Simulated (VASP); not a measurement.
# MnSi4 (Im-3m) in VASP: further runs, part 2 of 2

VASP 6.6.1. Earlier steps stand in the parts before.

**3. Single point, PBE, collinear spin, ferromagnetic start**

This run uses another cell than the first one, of 15.41 Å³/atom, 1.035 times its volume.

INCAR reads:

```
PREC     = Accurate       # precision mode
ENCUT    = 520            # plane-wave cutoff, eV
EDIFF    = 1E-6           # SCF threshold, eV
ISMEAR   = 0              # smearing method
SIGMA    = 0.1            # smearing width, eV
LREAL    = False          # projectors in reciprocal space
LASPH    = True           # aspherical terms in the spheres
NELM     = 150            # most SCF steps
ALGO     = Normal         # electronic algorithm
ISIF     = 2              # what is computed and relaxed
LWAVE    = False          # write WAVECAR
LCHARG   = False          # write CHGCAR
ISPIN    = 2              # spin polarisation
MAGMOM   = 4 0 0 0 0      # initial moments
LORBIT   = 11             # projections on sites
LMAXMIX  = 4              # l up to which the mixer works
GGA      = PE             # functional
NBANDS   = 26             # bands
```

KPOINTS reads:

```
Automatic mesh
0
Gamma
  4 4 4
```

POSCAR reads:

```
MnSi4
1.0
   -2.6809158400      2.6809158400      2.6809158400
    2.6809158400     -2.6809158400      2.6809158400
    2.6809158400      2.6809158400     -2.6809158400
Mn Si
1 4
Direct
    0.0000000000      0.0000000000      0.0000000000
    0.5000000000      0.5000000000      0.5000000000
    0.0000000000      0.0000000000      0.5000000000
    0.0000000000      0.5000000000      0.0000000000
    0.5000000000      0.0000000000      0.0000000000
```

Potentials or basis: VASP PAW PBE potentials, release 64 (Mn_pv, Si).

Started as:

```console
$ cat potpaw_PBE.64/Mn_pv/POTCAR potpaw_PBE.64/Si/POTCAR > POTCAR
$ mpirun -np 1 vasp_std > vasp.out
```

OUTCAR:

```text
PREC = Accurate
   ENCUT = 520
   EDIFF = 1E-6
   ISMEAR = 0
   LREAL = False
   LASPH = True
   NELM = 150
   ISIF = 2
   ISPIN = 2
   LORBIT = 11
   GGA = PE

 ion  position               nearest neighbor table
   1  0.000  0.000  0.000-   2 2.32   3 2.32   4 2.32   5 2.32   3 2.32   4 2.32   5 2.32   2 2.32

   2  0.500  0.500  0.500-   1 2.32   1 2.32   4 2.68   5 2.68   5 2.68   4 2.68   3 2.68   3 2.68

   3  0.000  0.000  0.500-   1 2.32   1 2.32   4 2.68   5 2.68   2 2.68   4 2.68   5 2.68   2 2.68

   4  0.000  0.500  0.000-   1 2.32   1 2.32   3 2.68   5 2.68   2 2.68   3 2.68   2 2.68   5 2.68
[... 683 lines left out ...]
     2.680915840  2.680915840 -2.680915840     0.186503430  0.186503430  0.000000000

 POSITION                                       TOTAL-FORCE (eV/Angst)
 -----------------------------------------------------------------------------------
      0.00000      0.00000      0.00000        -0.000000     -0.000000     -0.000000
      1.34046      1.34046      1.34046         0.000000      0.000000     -0.000000
      1.34046      1.34046     -1.34046         0.000000     -0.000000      0.000000
      1.34046     -1.34046      1.34046        -0.000000      0.000000      0.000000
     -1.34046      1.34046      1.34046         0.000000     -0.000000      0.000000
 -----------------------------------------------------------------------------------
    total drift:                               -0.000000     -0.000000     -0.000000

  FREE ENERGIE OF THE ION-ELECTRON SYSTEM (eV)
  ---------------------------------------------------
  free  energy   TOTEN  =       -30.0884346863 eV

  energy  without entropy=      -30.0662104503  energy(sigma->0) =      -30.07732257

 total charge

# of ion       s       p       d       tot
------------------------------------------
    1        0.361   6.429   5.447  12.237
    2        0.752   0.831   0.000   1.583
    3        0.752   0.831   0.000   1.583
    4        0.752   0.831   0.000   1.583
    5        0.752   0.831   0.000   1.583
--------------------------------------------------
tot          3.371   9.752   5.447  18.570

 magnetization (x)

# of ion       s       p       d       tot
------------------------------------------
    1        0.010   0.013   1.343   1.367
    2        0.002  -0.002   0.000   0.000
    3        0.002  -0.002   0.000   0.000
    4        0.002  -0.002   0.000   0.000
    5        0.002  -0.002   0.000   0.000
--------------------------------------------------
tot          0.018   0.007   1.343   1.369
```

OSZICAR:

```text
N       E                     dE             d eps       ncg     rms          rms(c)
DAV:   1     0.154749015103E+03    0.15475E+03   -0.14239E+04   888   0.104E+03
DAV:   2    -0.231021503216E+02   -0.17785E+03   -0.16788E+03   906   0.258E+02
[... 11 lines left out ...]
DAV:  14    -0.300879691530E+02   -0.42492E-03   -0.98186E-04  1024   0.222E-01    0.128E-01
DAV:  15    -0.300883726636E+02   -0.40351E-03   -0.34561E-03  1006   0.408E-01    0.479E-02
DAV:  16    -0.300884285179E+02   -0.55854E-04   -0.42591E-04   960   0.114E-01    0.221E-02
DAV:  17    -0.300884203171E+02    0.82008E-05   -0.15264E-04   948   0.984E-02    0.217E-02
DAV:  18    -0.300884342665E+02   -0.13949E-04   -0.38422E-05   954   0.498E-02    0.699E-03
DAV:  19    -0.300884346863E+02   -0.41987E-06   -0.22427E-06   708   0.962E-03
   1 F= -.30088435E+02 E0= -.30077323E+02  d E =-.222242E-01  mag=     1.5307
```

stdout:

```text
POSCAR found type information on POSCAR MnSi
 POSCAR found :  2 types and       5 ions
 scaLAPACK will be used
 LDA part: xc-table for (Slater+PW92), standard interpolation
 POSCAR, INCAR and KPOINTS ok, starting setup
 FFT: planning ... GRIDC
 FFT: planning ... GRID_SOFT
 FFT: planning ... GRID
 WAVECAR not read
 entering main loop
```

Run time: 51 s. Hardware: 1 thread of AMD EPYC 7R43 (Zen 3), shared host; peak memory 0.2 GiB.

What came out:

| Property | Result |
| --- | --- |
| Free energy | -30.0884 eV |
| Pressure | -3.5 GPa |
| Net moment | 1.53 μB per cell |
| Site moments | Mn +1.37; Si +0.00 μB |
| Valence electrons inside the program's atomic spheres | Mn 12.24; Si 1.58 |

Levels at points of the mesh, in eV from the Fermi level:
Spin up:
| k point | band 13 | band 14 | band 15 | band 16 | band 17 | band 18 |
| --- | --- | --- | --- | --- | --- | --- |
| (0.00, 0.00, 0.00) | -3.03 | -2.64 | -2.64 | 0.40 | 0.40 | 0.40 |
| (0.50, 0.00, 0.00) | -1.20 | -0.63 | -0.62 | 0.41 | 0.99 | 1.97 |
| (0.50, 0.50, 0.50) | -0.77 | -0.77 | 0.60 | 2.06 | 2.06 | 2.06 |
Spin down:
```
           k point  band 11  band 12  band 13  band 14  band 15  band 16
(0.00, 0.00, 0.00)    -2.92    -2.92    -2.92    -1.63    -1.63     1.29
(0.50, 0.00, 0.00)    -2.66    -2.44    -1.12     0.28     0.49     0.49
(0.50, 0.50, 0.50)    -3.30    -3.30     0.61     0.64     0.64     2.55
```

Caveat: the k points lie up to 0.41 Å⁻¹ apart; the moment fell far below its start of 4 μB, so a state of higher moment may lie lower in energy.
